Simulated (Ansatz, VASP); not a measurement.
Two plane-wave programs on Al5GaAs6

```
Al Ga As
1.0
     4.05415    0.00000    0.00000
     0.00000    4.05415    0.00000
     0.00000    0.00000   17.18172
Al Ga As
5 1 6
Direct
  0.00000 0.00000 0.66689
  0.50000 0.50000 0.83346
  0.00000 0.00000 0.00000
  0.50000 0.50000 0.16654
  0.00000 0.00000 0.33311
  0.50000 0.50000 0.50000
  0.50000 0.00000 0.91673
  0.00000 0.50000 0.08327
  0.50000 0.00000 0.24983
  0.00000 0.50000 0.41605
  0.50000 0.00000 0.58395
  0.00000 0.50000 0.75017
```

Alike in both runs: task single point; functional PBEsol; k mesh 8 × 8 × 2; occupations gaussian, width 0.02 eV; no spin polarisation.

```csv
,VASP,Ansatz
version,VASP 6.6.1,Ansatz 0.2.0
potentials or method,"VASP PAW PBE potentials, release 64 (Al, Ga_d, As), cutoff 520 eV","scalar-relativistic, plane waves, PAW"
valence electrons in the cell,58,118
```

Ansatz gave:

```
gap on the k mesh at the Fermi level (eV) : 1.32
least direct gap on the mesh (eV)         : 1.32
pressure (GPa)                            : -2.1
rms of the force components (eV/Å)        : 0.020
```

Q: Estimate VASP's values.

A: gap on the k mesh at the Fermi level (eV): 1.33; least direct gap on the mesh (eV): 1.33; pressure (GPa): -1.8; rms of the force components (eV/Å): 0.022.

VASP's potentials were made for PBE, not for PBEsol. Atom by atom the forces differ by 0.002 eV/Å (rms over components). With one functional, cell and mesh, what is left measures potentials, basis and numerics. VASP's potentials hold 58 valence electrons a cell and Ansatz's 118, so a difference there can come from the potentials and not from the codes.
